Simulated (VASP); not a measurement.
# Ta2C (P-3m1) in VASP: notebook

The runs below take Ta2C through single point, with r2SCAN.

All numbers are computed with VASP 6.6.1; they aren't measurements. Logs are shortened: lines on timing, memory, paths and dates and some standing lists are left out, and cuts for length are marked.

## 1. The cell of the first run

It takes space group P-3m1 (No. 164, trigonal). The conventional cell has a = 2.861 Å, b = 2.861 Å, c = 4.547 Å, α = 90.00°, β = 90.00°, γ = 120.00°. Within 2.9 Å of Ta (site symmetry 3m) lie 3 C at 2.01 Å and 12 Ta at 2.78 to 2.86 Å. C (site symmetry -3m) has 6 Ta at 2.01 Å within 2.7 Å.

## 2. Single point, r2SCAN (strain -0.080 along x and y, -0.080 along z)

The input, POSCAR:

```
Ta2C
1.0
    2.8613513012      0.0000000000      0.0000000000
   -1.4306756506      2.4780029160      0.0000000000
    0.0000000000      0.0000000000      4.5469150292
Ta C
2 1
Direct
    0.3333333333      0.6666666667      0.2535635792
    0.6666666667      0.3333333333      0.7464364208
    0.0000000000      0.0000000000      0.0000000000
```

The input, INCAR.step1:

```
SYSTEM = Ta2C
PREC     = Accurate       ! precision mode
ENCUT    = 520            ! plane-wave cutoff, eV
ISMEAR   = 0              ! smearing method
SIGMA    = 0.15           ! smearing width, eV
LREAL    = .False.        ! projectors in reciprocal space
LASPH    = .True.         ! aspherical terms in the spheres
NELM     = 80             ! most SCF steps
NBANDS   = 20             ! bands
GGA      = PE             ! functional
ALGO     = Normal         ! electronic algorithm
EDIFF    = 1E-4           ! SCF threshold, eV
LWAVE    = .True.         ! write WAVECAR
LCHARG   = .False.        ! write CHGCAR
```

The input, INCAR.step2:

```
SYSTEM = Ta2C
PREC     = Accurate       ! precision mode
ENCUT    = 520            ! plane-wave cutoff, eV
EDIFF    = 1E-6           ! SCF threshold, eV
ISMEAR   = 0              ! smearing method
SIGMA    = 0.15           ! smearing width, eV
LREAL    = .False.        ! projectors in reciprocal space
LASPH    = .True.         ! aspherical terms in the spheres
NELM     = 80             ! most SCF steps
ALGO     = Normal         ! electronic algorithm
ISIF     = 2              ! what is computed and relaxed
LWAVE    = .False.        ! write WAVECAR
LCHARG   = .False.        ! write CHGCAR
METAGGA  = R2SCAN         ! meta-GGA
LMIXTAU  = .True.       
NBANDS   = 20             ! bands
ISTART   = 1
```

The input, KPOINTS:

```
Automatic mesh
0
Gamma
  18 18 10
  0 0 0
```

Potentials or basis: VASP PAW PBE potentials, release 64 (Ta_pv, C).

The run is started by

```sh
cat potpaw_PBE.64/Ta_pv/POTCAR potpaw_PBE.64/C/POTCAR > POTCAR
cp INCAR.step1 INCAR
mpirun -np 1 vasp_std > vasp.out
cp INCAR.step2 INCAR
mpirun -np 1 vasp_std > vasp.out
```

OUTCAR:

```text
SYSTEM = Ta2C
   PREC = Accurate
   ENCUT = 520
   EDIFF = 1E-6
   ISMEAR = 0
   LREAL = .False.
   LASPH = .True.
   NELM = 80
   ISIF = 2
   METAGGA = R2SCAN
   ISTART = 1

 ion  position               nearest neighbor table
   1  0.333  0.667  0.254-   3 2.01   3 2.01   3 2.01   2 2.78   2 2.78   2 2.78   2 2.84   2 2.84
                             2 2.84
   2  0.667  0.333  0.746-   3 2.01   3 2.01   3 2.01   1 2.78   1 2.78   1 2.78   1 2.84   1 2.84
                             1 2.84
   3  0.000  0.000  0.000-   1 2.01   2 2.01   2 2.01   1 2.01   2 2.01   1 2.01

  LATTYP: Found a hexagonal cell.
 ALAT       =     2.8613513012
 C/A-ratio  =     1.5890796168

  Lattice vectors:

 A1 = (   2.8613513012,   0.0000000000,   0.0000000000)
 A2 = (  -1.4306756506,   2.4780029160,   0.0000000000)
 A3 = (   0.0000000000,   0.0000000000,   4.5469150292)

Analysis of symmetry for initial positions (statically):
=====================================================================
 Subroutine PRICEL returns:
 Original cell was already a primitive cell.

 Routine SETGRP: Setting up the symmetry group for a
 hexagonal supercell.

 Subroutine GETGRP returns: Found 12 space group operations
 (whereof 12 operations were pure point group operations)
 out of a pool of 24 trial point group operations.

The static configuration has the point symmetry D_3d.

Analysis of symmetry for dynamics (positions and initial velocities):
=====================================================================
 Subroutine PRICEL returns:
 Original cell was already a primitive cell.

 Routine SETGRP: Setting up the symmetry group for a
 hexagonal supercell.

 Subroutine GETGRP returns: Found 12 space group operations
 (whereof 12 operations were pure point group operations)
 out of a pool of 24 trial point group operations.

The dynamic configuration has the point symmetry D_3d.

 Subroutine INISYM returns: Found 12 space group operations
 (whereof 12 operations are pure point group operations),
 and found     1 'primitive' translations

----------------------------------------------------------------------------------------

                                     Primitive cell

  volume of cell :      32.2396

  direct lattice vectors                    reciprocal lattice vectors
     2.861351301  0.000000000  0.000000000     0.349485224  0.201775388  0.000000000
    -1.430675651  2.478002916  0.000000000     0.000000000  0.403550776  0.000000000
     0.000000000  0.000000000  4.546915029     0.000000000  0.000000000  0.219929335

  length of vectors
     2.861351301  2.861351301  4.546915029     0.403550776  0.403550776  0.219929335

  position of ions in fractional coordinates (direct lattice)
     0.333333333  0.666666667  0.253563579
     0.666666667  0.333333333  0.746436421
     0.000000000  0.000000000  0.000000000

  ion indices of the primitive-cell ions
   primitive index   ion index
                 1           1
                 2           2
                 3           3

----------------------------------------------------------------------------------------

 KPOINTS: Automatic mesh

Automatic generation of k-mesh.
 Grid dimensions read from file:
 generate k-points for:   18   18   10

 Generating k-lattice:

  Cartesian coordinates                     Fractional coordinates (reciprocal lattice)
     0.019415846  0.011209744  0.000000000     0.055555556 -0.000000000  0.000000000
     0.000000000  0.022419488  0.000000000     0.000000000  0.055555556  0.000000000
     0.000000000  0.000000000  0.021992934     0.000000000  0.000000000  0.100000000

  Length of vectors
     0.022419488  0.022419488  0.021992934

  Shift w.r.t. Gamma in fractional coordinates (k-lattice)
     0.000000000  0.000000000  0.000000000

 Subroutine IBZKPT returns following result:
 ===========================================

 Found    330 irreducible k-points:

 Following reciprocal coordinates:
            Coordinates               Weight
  0.000000  0.000000  0.000000      1.000000
  0.055556  0.000000  0.000000      6.000000
  0.111111  0.000000  0.000000      6.000000
  0.166667  0.000000  0.000000      6.000000
  0.222222  0.000000  0.000000      6.000000
  0.277778  0.000000  0.000000      6.000000
[... 16 lines left out ...]
  0.333333  0.111111  0.000000     12.000000
  0.388889  0.111111  0.000000     12.000000
 [... further k-points ...]
   k-points           NKPTS =    330   k-points in BZ     NKDIM =    330   number of bands    NBANDS=     20
   number of dos      NEDOS =    301   number of ions     NIONS =      3
   total plane-waves  NPLWV =  20736
   dimension x,y,z NGX =    24 NGY =   24 NGZ =   36
   dimension x,y,z NGXF=    48 NGYF=   48 NGZF=   72
   ions per type =               2   1
   NGX,Y,Z   is equivalent  to a cutoff of  13.94, 13.94, 13.16 a.u.
   NGXF,Y,Z  is equivalent  to a cutoff of  27.89, 27.89, 26.32 a.u.
 SYSTEM =  Ta2C
[... 40 lines left out ...]
 non-spin polarized calculation
 Gauss-broadening in eV      SIGMA  =   0.15
  energy-cutoff  :      520.00
  volume of cell :       32.24
 maximum number of plane-waves:       888
 NGX is ok and might be reduce to    24
   NGX = 11   NGY = 11   NGZ = 17

 number of electron      25.9999998 magnetization

 Free energy of the ion-electron system (eV)
  ---------------------------------------------------
  ext. energy  EPLUGINS =         0.00000000
  ---------------------------------------------------
  free energy    TOTEN  =      -106.31495853 eV

  energy without entropy =     -106.30583511  energy(sigma->0) =     -106.31039682

 E-fermi :   8.8022     XC(G=0): -15.3934

 val. band max:        8.8010906631   @ k =   0.4444   0.0000   0.0000
 cond. band min:       8.8208168568   @ k =   0.0556   0.0000   0.3000
 fundamental gap:      0.0197261937
 Fermi energy:         8.8021550447

 k-point     1 :       0.0000    0.0000    0.0000
  band No.  band energies     occupation
      1     -27.4721      2.00000
      2     -25.7168      2.00000
      3     -25.7168      2.00000
      4     -25.4743      2.00000
      5     -25.4743      2.00000
      6     -25.3593      2.00000
[... 12 lines left out ...]
     19      12.2998      0.00000
     20      18.3046      0.00000

 k-point     2 :       0.0556    0.0000    0.0000
  band No.  band energies     occupation
      1     -27.4524      2.00000
      2     -25.7660      2.00000
      3     -25.7342      2.00000
      4     -25.5214      2.00000
      5     -25.4769      2.00000
      6     -25.3659      2.00000
[... 12 lines left out ...]
     19      12.9072      0.00000
     20      18.6014      0.00000

 k-point     3 :       0.1111    0.0000    0.0000
  band No.  band energies     occupation
      1     -27.3941      2.00000
      2     -25.9058      2.00000
      3     -25.7820      2.00000
      4     -25.6537      2.00000
      5     -25.4865      2.00000
      6     -25.3867      2.00000
[... 12 lines left out ...]
     19      14.1471      0.00000
     20      19.2385      0.00000

 k-point     4 :       0.1667    0.0000    0.0000
  band No.  band energies     occupation
      1     -27.3010      2.00000
      2     -26.1165      2.00000
      3     -25.8505      2.00000
      4     -25.8481      2.00000
      5     -25.5052      2.00000
      6     -25.4239      2.00000
[... 12 lines left out ...]
     19      15.5299      0.00000
     20      19.3613      0.00000

 k-point     5 :       0.2222    0.0000    0.0000
  band No.  band energies     occupation
      1     -27.1791      2.00000
      2     -26.3687      2.00000
      3     -26.0747      2.00000
      4     -25.9293      2.00000
      5     -25.5324      2.00000
      6     -25.4786      2.00000
[... 12 lines left out ...]
     19      16.8641      0.00000
     20      19.0709      0.00000
[... 353 lines left out ...]
      6     -25.5723      2.00000
[... 12 lines left out ...]
     19      17.7480      0.00000
     20      18.7491      0.00000

 k-point    22 :       0.2778    0.1111    0.0000
  band No.  band energies     occupation
      1     -26.9135      2.00000
      2     -26.7723      2.00000
      3     -26.5601      2.00000
      4     -26.1051      2.00000
      5     -25.7107      2.00000
      6     -25.6585      2.00000
[... 12 lines left out ...]
     19      17.9728      0.00000
     20      18.2415      0.00000

 k-point    23 :       0.3333    0.1111    0.0000
  band No.  band energies     occupation
      1     -27.0486      2.00000
      2     -26.7026      2.00000
      3     -26.6328      2.00000
      4     -26.1981      2.00000
      5     -25.7675      2.00000
      6     -25.7334      2.00000
[... 12 lines left out ...]
     19      17.5530      0.00000
     20      17.8886      0.00000

 k-point    24 :       0.3889    0.1111    0.0000
  band No.  band energies     occupation
      1     -27.1578      2.00000
      2     -26.7514      2.00000
      3     -26.5379      2.00000
      4     -26.2577      2.00000
      5     -25.8490      2.00000
      6     -25.7618      2.00000
[... 12 lines left out ...]
     19      16.9617      0.00000
     20      17.5398      0.00000

 [... further k-points ...]
[... 5 lines left out ...]
  --------------------------------------------------------------------------------------
  -------------------------------------------------------------------------------------
  Total       24.0871937     24.0871937     24.8691956      0.0000000      0.0000000      0.0000000
  in kB     1197.0352903   1197.0352903   1235.8975951      0.0000000      0.0000000      0.0000000
  external PRESSURE =    1209.9893919 kB  Pullay stress =       0.0000000 kB

 VOLUME and BASIS-vectors are now :
 -----------------------------------------------------------------------------
  energy-cutoff  :      520.00
  volume of cell :       32.24
      direct lattice vectors                 reciprocal lattice vectors
     2.861351301  0.000000000  0.000000000     0.349485224  0.201775388  0.000000000
    -1.430675651  2.478002916  0.000000000     0.000000000  0.403550776  0.000000000
     0.000000000  0.000000000  4.546915029     0.000000000  0.000000000  0.219929335

 POSITION                                       TOTAL-FORCE (eV/Angst)
 -----------------------------------------------------------------------------------
     -0.00000      1.65200      1.15293         0.000000      0.000000      3.142617
      1.43068      0.82600      3.39398        -0.000000     -0.000000     -3.142617
      0.00000      0.00000      0.00000        -0.000000      0.000000      0.000000
 -----------------------------------------------------------------------------------
    total drift:                                0.000000     -0.000000      0.000000

  FREE ENERGIE OF THE ION-ELECTRON SYSTEM (eV)
  ---------------------------------------------------
  free  energy   TOTEN  =      -106.3149585298 eV

  energy  without entropy=     -106.3058351061  energy(sigma->0) =     -106.31039682
```

It took 4.2 min on 1 thread of Intel Xeon 6975P-C (Granite Rapids), shared host; peak memory 0.31 GiB.

What came out:

* Free energy: -106.3150 eV
* Pressure: 121.0 GPa
* Largest force: 3.143 eV/Å
* Band gap on the k mesh: zero (bands 13 and 14 overlap by 1.10 eV)

Forces in eV/Å, atoms in the order of the input:
```
Ta   0.000  0.000  3.143
Ta   0.000  0.000 -3.143
C    0.000  0.000  0.000
```

Stress tensor (GPa, compression positive):
```
119.70   0.00   0.00
  0.00 119.70   0.00
  0.00   0.00 123.59
```

Caveat: the cell differs from its parent crystal (strain -0.080 along x and y, -0.080 along z); the cell stands under pressure; the PAW data sets were made with another functional, which shifts forces and pressure a little; spin-orbit coupling is left out, which moves the levels of the heavy elements.

## 3. Single point, r2SCAN (strain -0.080 along x and y, -0.040 along z)

Changes to POSCAR since step 2:

```diff
@@ -4,3 +4,3 @@
    -1.4306756506      2.4780029160      0.0000000000
-    0.0000000000      0.0000000000      4.5469150292
+    0.0000000000      0.0000000000      4.7446069870
 Ta C
```

The input, INCAR.step1:

```
ALGO = Normal
EDIFF = 1E-4
ENCUT = 520
GGA = PE
ISMEAR = 0
LASPH = T
LCHARG = F
LREAL = F
LWAVE = T
NBANDS = 20
NELM = 100
PREC = Accurate
SIGMA = 0.15
```

The input, INCAR.step2:

```
ALGO = Normal
EDIFF = 1E-6
ENCUT = 520
ISIF = 2
ISMEAR = 0
ISTART = 1
LASPH = T
LCHARG = F
LMIXTAU = T
LREAL = F
LWAVE = F
METAGGA = R2SCAN
NBANDS = 20
NELM = 100
PREC = Accurate
SIGMA = 0.15
```

The input, KPOINTS:

```
k-points
0
Gamma
  18 18 10
```

Potentials or basis: VASP PAW PBE potentials, release 64 (Ta_pv, C).

The run is started by

```sh
cat potpaw_PBE.64/Ta_pv/POTCAR potpaw_PBE.64/C/POTCAR > POTCAR
cp INCAR.step1 INCAR
mpirun -np 1 vasp_std > vasp.out
cp INCAR.step2 INCAR
mpirun -np 1 vasp_std > vasp.out
```

It took 4.3 min on 1 thread of Intel Xeon 6975P-C (Granite Rapids), shared host; peak memory 0.32 GiB.

The run converged. Its results:

```yaml
Free_energy: -107.1968 eV
Pressure: 92.6 GPa
Largest_force: 2.367 eV/Å
Band_gap_on_the_k_mesh: zero (bands 13 and 14 overlap by 0.90 eV)
```

Forces on the atoms (eV/Å):
```
Ta   0.000  0.000  2.367
Ta   0.000  0.000 -2.367
C    0.000  0.000  0.000
```

Stress tensor (GPa, compression positive):
```
99.43  0.00  0.00
 0.00 99.43  0.00
 0.00  0.00 78.86
```

Levels at points of the mesh, in eV from the Fermi level:
| k point | band 10 | band 11 | band 12 | band 13 | band 14 | band 15 | band 16 | band 17 |
| --- | --- | --- | --- | --- | --- | --- | --- | --- |
| (0.00, 0.00, 0.00) | -4.36 | -3.09 | -0.56 | 0.61 | 0.61 | 1.87 | 1.87 | 3.11 |
| (0.50, 0.00, 0.00) | -5.01 | -4.85 | -1.93 | 0.00 | 3.75 | 5.09 | 6.09 | 7.24 |
| (0.00, 0.00, 0.50) | -4.65 | -2.73 | -1.97 | -0.20 | -0.20 | 3.93 | 3.93 | 4.58 |
| (0.50, 0.00, 0.50) | -4.25 | -3.47 | -0.98 | -0.70 | 1.57 | 2.13 | 6.33 | 6.78 |

Caveat: the cell differs from its parent crystal (strain -0.080 along x and y, -0.040 along z); the stress differs along the axes, from 79 to 99 GPa; the PAW data sets were made with another functional, which shifts forces and pressure a little; spin-orbit coupling is left out, which moves the levels of the heavy elements.

## 4. Single point, r2SCAN (strain -0.080 along x and y, +0.000 along z)

Changes to POSCAR since step 3:

```diff
@@ -4,3 +4,3 @@
    -1.4306756506      2.4780029160      0.0000000000
-    0.0000000000      0.0000000000      4.7446069870
+    0.0000000000      0.0000000000      4.9422989448
 Ta C
```

The input, INCAR.step1:

```
SYSTEM = Ta2C
PREC = Accurate
ENCUT = 520
ISMEAR = 0
SIGMA = 0.15
LREAL = .False.
LASPH = .True.
NELM = 60
NBANDS = 20
GGA = PE
ALGO = Normal
EDIFF = 1E-4
LWAVE = .True.
LCHARG = .False.
```

The input, INCAR.step2:

```
SYSTEM = Ta2C
PREC = Accurate
ENCUT = 520
EDIFF = 1E-7
ISMEAR = 0
SIGMA = 0.15
LREAL = .False.
LASPH = .True.
NELM = 60
ALGO = Normal
ISIF = 2
LWAVE = .False.
LCHARG = .False.
METAGGA = R2SCAN
LMIXTAU = .True.
NBANDS = 20
ISTART = 1
```

The input, KPOINTS:

```
regular mesh
0
Gamma
  18 18 10
  0 0 0
```

The run is started by

```sh
cat potpaw_PBE.64/Ta_pv/POTCAR potpaw_PBE.64/C/POTCAR > POTCAR
cp INCAR.step1 INCAR
mpirun -np 1 vasp_std > vasp.out
cp INCAR.step2 INCAR
mpirun -np 1 vasp_std > vasp.out
```

Run time: 5.3 min. Hardware: 1 thread of Intel Xeon 6975P-C (Granite Rapids), shared host; peak memory 0.33 GiB.

The run converged. Its results:

* Free energy: -107.7158 eV
* Pressure: 69.0 GPa
* Largest force: 1.634 eV/Å
* Band gap on the k mesh: zero (bands 13 and 14 overlap by 0.76 eV)

Forces in eV/Å, atoms in the order of the input:
```
Ta   0.000  0.000  1.634
Ta   0.000  0.000 -1.634
C    0.000  0.000  0.000
```

Stress tensor (GPa, compression positive):
```
83.10  0.00  0.00
 0.00 83.10  0.00
 0.00  0.00 40.86
```

Levels at points of the mesh, in eV from the Fermi level:
| k point | band 9 | band 10 | band 11 | band 12 | band 13 | band 14 | band 15 | band 16 | band 17 | band 18 |
| --- | --- | --- | --- | --- | --- | --- | --- | --- | --- | --- |
| (0.00, 0.00, 0.00) | -3.90 | -3.90 | -3.55 | -0.92 | 0.59 | 0.59 | 2.20 | 2.20 | 3.03 | 3.03 |
| (0.50, 0.00, 0.00) | -5.65 | -4.80 | -4.45 | -1.84 | -0.09 | 2.99 | 5.28 | 5.60 | 7.10 | 7.16 |
| (0.00, 0.00, 0.50) | -4.14 | -4.14 | -2.96 | -2.18 | 0.01 | 0.01 | 3.82 | 3.82 | 4.21 | 4.21 |
| (0.50, 0.00, 0.50) | -6.04 | -3.96 | -3.49 | -1.04 | -0.75 | 1.25 | 2.24 | 6.28 | 6.41 | 6.85 |

Caveat: the cell differs from its parent crystal (strain -0.080 along x and y, +0.000 along z); the stress differs along the axes, from 41 to 83 GPa; the PAW data sets were made with another functional, which shifts forces and pressure a little; spin-orbit coupling is left out, which moves the levels of the heavy elements.

## 5. The runs side by side

| cell | gap on the mesh (eV) | pressure (GPa) | largest force (eV/Å) |
| --- | --- | --- | --- |
| a = 2.861, b = 2.861, c = 4.547 Å, angles 90.0, 90.0, 120.0°, 3 atoms | none | 121.0 | 3.14 |
| a = 2.861, b = 2.861, c = 4.745 Å, angles 90.0, 90.0, 120.0°, 3 atoms | none | 92.6 | 2.37 |
| a = 2.861, b = 2.861, c = 4.942 Å, angles 90.0, 90.0, 120.0°, 3 atoms | none | 69.0 | 1.63 |

Alike in all rows: task single point; level r2SCAN; potentials or basis VASP PAW PBE potentials, release 64 (Ta_pv, C); no spin polarisation; k mesh 18 × 18 × 10; cutoff (eV) 520; smearing gaussian 0.15 eV.

Caveats: the PAW data sets were made with another functional, which shifts forces and pressure a little; spin-orbit coupling is left out, which moves the levels of the heavy elements; the cell stands under pressure (at least some runs); the stress differs along the axes, from 79 to 99 GPa (at least some runs); the stress differs along the axes, from 41 to 83 GPa (at least some runs).

Total energies depend on the potentials used, so only differences within one code and one set of settings carry meaning.
